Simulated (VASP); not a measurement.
# Tl (Pm-3m) in VASP: notebook, part 2 of 2

VASP 6.6.1. The steps go on from the part before.

## (4) Single point, PBE (20.63 Å³/atom)

This run uses another cell than the first one, of 20.63 Å³/atom.

INCAR

```
PREC     = Accurate       # precision mode
ENCUT    = 520            # plane-wave cutoff, eV
EDIFF    = 1E-7           # SCF threshold, eV
ISMEAR   = -1             # smearing method
SIGMA    = 0.08           # smearing width, eV
LREAL    = False          # projectors in reciprocal space
LASPH    = True           # aspherical terms in the spheres
NELM     = 60             # most SCF steps
ALGO     = Normal         # electronic algorithm
ISIF     = 2              # what is computed and relaxed
LWAVE    = False          # write WAVECAR
LCHARG   = False          # write CHGCAR
GGA      = PE             # functional
NBANDS   = 12             # bands
```

KPOINTS

```
Automatic mesh
0
Gamma
  12 12 12
```

POSCAR

```
Tl
1.0
    2.7425084354      0.0000000000      0.0000000000
    0.0000000000      2.7425084354      0.0000000000
    0.0000000000      0.0000000000      2.7425084354
Tl
1
Direct
    0.0000000000      0.0000000000      0.0000000000
```

Potentials or basis: VASP PAW PBE potentials, release 64 (Tl_d).

The run is started by

```console
cat potpaw_PBE.64/Tl_d/POTCAR > POTCAR
mpirun -np 1 vasp_std > vasp.out
```

OUTCAR:

```text
PREC = Accurate
   ENCUT = 520
   EDIFF = 1E-7
   ISMEAR = -1
   LREAL = False
   LASPH = True
   NELM = 60
   ISIF = 2
   GGA = PE

 ion  position               nearest neighbor table
   1  0.000  0.000  0.000-

  LATTYP: Found a simple cubic cell.
 ALAT       =     2.7425084354

  Lattice vectors:

 A1 = (   2.7425084354,   0.0000000000,   0.0000000000)
 A2 = (   0.0000000000,   2.7425084354,   0.0000000000)
 A3 = (   0.0000000000,   0.0000000000,   2.7425084354)

Analysis of symmetry for initial positions (statically):
=====================================================================
 Subroutine PRICEL returns:
 Original cell was already a primitive cell.

 Routine SETGRP: Setting up the symmetry group for a
 simple cubic supercell.

 Subroutine GETGRP returns: Found 48 space group operations
 (whereof 48 operations were pure point group operations)
 out of a pool of 48 trial point group operations.

The static configuration has the point symmetry O_h .

Analysis of symmetry for dynamics (positions and initial velocities):
[... 162 lines left out ...]

 k-point     1 :       0.0000    0.0000    0.0000
  band No.  band energies     occupation
      1      -3.3180      2.00000
      2      -3.3180      2.00000
      3      -2.2875      2.00000
      4      -0.5862      2.00000
      5      -0.5862      2.00000
      6      -0.5862      2.00000
      7      19.5345      0.00000
      8      19.5345      0.00000
      9      19.5345      0.00000
     10      24.3533      0.00000
     11      25.9558      0.00000
     12      25.9558      0.00000
[... 331 lines left out ...]
 k-point    24 :       0.4167    0.3333    0.0000
  band No.  band energies     occupation
      1      -2.7044      2.00000
      2      -2.5139      2.00000
      3      -1.2826      2.00000
      4      -1.1198      2.00000
      5      -0.6618      2.00000
      6       4.8805      2.00000
      7       9.7524      2.00000
      8      13.8680      0.00000
      9      18.9031      0.00000
     10      25.8489      0.00000
     11      27.5297      0.00000
     12      27.9548      0.00000

 [... further k-points ...]

------------------------ aborting loop because EDIFF is reached ----------------------------------------

  FORCE on cell =-STRESS in cart. coord.  units (eV):
  Direction    XX          YY          ZZ          XY          YZ          ZX
  --------------------------------------------------------------------------------------
  -------------------------------------------------------------------------------------
  Total        5.7352732      5.7352732      5.7352732     -0.0000000      0.0000000     -0.0000000
  in kB      445.4723774    445.4723774    445.4723774     -0.0000000      0.0000000     -0.0000000
  external PRESSURE =     445.4723774 kB  Pullay stress =       0.0000000 kB

 VOLUME and BASIS-vectors are now :
 -----------------------------------------------------------------------------
  energy-cutoff  :      520.00
  volume of cell :       20.63
      direct lattice vectors                 reciprocal lattice vectors
     2.742508435  0.000000000  0.000000000     0.364629690  0.000000000  0.000000000
     0.000000000  2.742508435  0.000000000     0.000000000  0.364629690  0.000000000
     0.000000000  0.000000000  2.742508435     0.000000000  0.000000000  0.364629690

 POSITION                                       TOTAL-FORCE (eV/Angst)
 -----------------------------------------------------------------------------------
      0.00000      0.00000      0.00000         0.000000      0.000000      0.000000
 -----------------------------------------------------------------------------------
    total drift:                                0.000000      0.000000      0.000000

  FREE ENERGIE OF THE ION-ELECTRON SYSTEM (eV)
  ---------------------------------------------------
  free  energy   TOTEN  =        -0.9860713231 eV

  energy  without entropy=       -0.9771486319  energy(sigma->0) =       -0.98160998
```

OSZICAR:

```text
N       E                     dE             d eps       ncg     rms          rms(c)
DAV:   1     0.536411123006E+02    0.53641E+02   -0.71641E+03  2128   0.100E+03
DAV:   2    -0.439380929483E+00   -0.54080E+02   -0.53098E+02  2312   0.227E+02
DAV:   3    -0.106267979259E+01   -0.62330E+00   -0.62289E+00  2400   0.219E+01
DAV:   4    -0.106546693305E+01   -0.27871E-02   -0.27870E-02  2296   0.165E+00
DAV:   5    -0.106549589831E+01   -0.28965E-04   -0.28965E-04  2404   0.161E-01    0.850E+00
DAV:   6    -0.100314236459E+01    0.62354E-01   -0.80347E-02  2168   0.309E+00    0.537E+00
DAV:   7    -0.987368197087E+00    0.15774E-01   -0.45778E-02  2192   0.233E+00    0.909E-01
DAV:   8    -0.986060680513E+00    0.13075E-02   -0.53882E-03  2240   0.749E-01    0.675E-02
DAV:   9    -0.986066936798E+00   -0.62563E-05   -0.41916E-05  2400   0.683E-02    0.180E-02
DAV:  10    -0.986071249349E+00   -0.43126E-05   -0.29585E-06  2312   0.172E-02    0.143E-03
DAV:  11    -0.986071323064E+00   -0.73715E-07   -0.34598E-07  2324   0.547E-03
   1 F= -.98607132E+00 E0= -.98160998E+00  d E =-.892269E-02
```

stdout:

```text
POSCAR found type information on POSCAR Tl
 POSCAR found :  1 types and       1 ions
 scaLAPACK will be used
 LDA part: xc-table for (Slater+PW92), standard interpolation
 POSCAR, INCAR and KPOINTS ok, starting setup
 FFT: planning ... GRIDC
 FFT: planning ... GRID_SOFT
 FFT: planning ... GRID
 WAVECAR not read
 entering main loop
```

Run time: 14 s. Hardware: 1 thread of Intel Xeon 8259CL, shared host; peak memory 0.14 GiB.

What came out:

| Property | Result |
| --- | --- |
| Free energy | -0.9861 eV |
| Pressure | 44.5 GPa |
| Band gap on the k mesh | zero (an odd number of electrons rules out a gap without spin polarisation) |

Levels at points of the mesh, in eV from the Fermi level:
```tsv
k point	band 4	band 5	band 6	band 7	band 8	band 9
(0.00, 0.00, 0.00)	-11.41	-11.41	-11.41	8.72	8.72	8.72
(0.50, 0.00, 0.00)	-12.25	-11.33	-6.37	-5.25	12.40	13.39
(0.50, 0.50, 0.00)	-12.12	-10.63	-1.55	-1.38	-1.38	5.53
(0.50, 0.50, 0.50)	-10.58	-10.58	2.63	2.63	2.63	4.04
```

Caveat: the cell stands under pressure; spin-orbit coupling is left out, which moves the levels of the heavy elements.
